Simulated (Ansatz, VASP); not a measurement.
Al32NiO48 in VASP and in Ansatz

```
CELL_PARAMETERS angstrom
4.80788 2.77583 8.74841
-4.80788 2.77583 8.74841
0.00000 -5.55167 8.74841
ATOMIC_POSITIONS crystal
Al 0.31101 0.30796 0.33875
Al 0.42820 0.42762 0.42069
Al 0.07374 0.07483 0.07301
Al 0.17531 0.17794 0.17432
Al 0.32177 0.32418 0.81882
Al 0.42373 0.42286 0.91549
Al 0.07163 0.07358 0.57437
Al 0.17369 0.17481 0.67975
Al 0.32384 0.82674 0.32109
Al 0.42590 0.92330 0.42744
Al 0.07036 0.57559 0.07031
Al 0.17293 0.67831 0.17935
Al 0.32364 0.82509 0.82328
Al 0.42481 0.93032 0.92338
Al 0.07299 0.57477 0.57369
Al 0.17633 0.67773 0.67169
Al 0.82317 0.32493 0.32225
Al 0.92213 0.42825 0.42540
Al 0.57492 0.07418 0.07239
Al 0.68039 0.17315 0.17729
Al 0.82555 0.32382 0.82213
Al 0.92855 0.42703 0.92310
Al 0.57440 0.07480 0.57192
Al 0.67630 0.17674 0.67429
Al 0.82317 0.82346 0.32505
Al 0.92603 0.92676 0.42516
Al 0.58803 0.58516 0.06978
Al 0.67913 0.68029 0.17723
Al 0.82583 0.82684 0.82058
Al 0.92674 0.92723 0.92634
Al 0.57363 0.57575 0.57292
Al 0.67633 0.67723 0.67496
O 0.22085 0.03020 0.37371
O 0.47299 0.11872 0.28049
O 0.02416 0.37528 0.22238
O 0.37663 0.21976 0.02359
O 0.11633 0.27651 0.47788
O 0.25751 0.46287 0.12495
O 0.22103 0.03170 0.87322
O 0.47105 0.12634 0.77502
O 0.02883 0.37519 0.72054
O 0.37452 0.22167 0.52449
O 0.12510 0.27887 0.96982
O 0.27896 0.47252 0.62072
O 0.21810 0.52877 0.37842
O 0.47392 0.62913 0.27554
O 0.02736 0.87671 0.22155
O 0.37180 0.73477 0.02356
O 0.12556 0.78060 0.46937
O 0.27738 0.97472 0.12354
O 0.21958 0.52895 0.86951
O 0.47008 0.62656 0.77547
O 0.02899 0.87506 0.72052
O 0.37504 0.72318 0.52618
O 0.12581 0.77840 0.97173
O 0.27740 0.97268 0.62437
O 0.72261 0.02553 0.37614
O 0.97019 0.12667 0.27632
O 0.57545 0.36575 0.22589
O 0.87770 0.22201 0.02435
O 0.62502 0.27819 0.47555
O 0.78867 0.48197 0.11718
O 0.72265 0.02864 0.87278
O 0.97265 0.12385 0.77861
O 0.52694 0.37704 0.71765
O 0.87380 0.22235 0.52813
O 0.63226 0.27165 0.96265
O 0.77742 0.47257 0.62499
O 0.72095 0.52993 0.37542
O 0.96928 0.62638 0.27911
O 0.52842 0.87647 0.22079
O 0.87503 0.72681 0.02618
O 0.62493 0.77762 0.47176
O 0.77901 0.97142 0.12562
O 0.72587 0.53200 0.87117
O 0.97265 0.62709 0.77497
O 0.52847 0.87658 0.71909
O 0.87513 0.72236 0.52742
O 0.62570 0.78505 0.96840
O 0.77891 0.97218 0.62355
Ni 0.44888 0.45717 0.10195
```

Alike in both runs: functional PBE; k mesh 1 × 1 × 1; occupations fermi-dirac, width 0.01 eV; no spin polarisation.

Ansatz relaxed the structure, and its values are those at the end. VASP's run is a single point on that final structure, the one shown.

|  | VASP | Ansatz |
| --- | --- | --- |
| version | VASP 6.6.1 | Ansatz 0.2.0 |
| potentials or method | VASP PAW PBE potentials, release 64 (Al, O, Ni), cutoff 520 eV | plane-wave PAW DFT |
| valence electrons in the cell | 394 | 402 |

|  | VASP | Ansatz | Ansatz less VASP |
| --- | --- | --- | --- |
| rms of the force components (eV/Å) | 0.007 | 0.003 | -0.0036 |

VASP's potentials hold 394 valence electrons a cell and Ansatz's 402, so a difference there can come from the potentials and not from the codes.
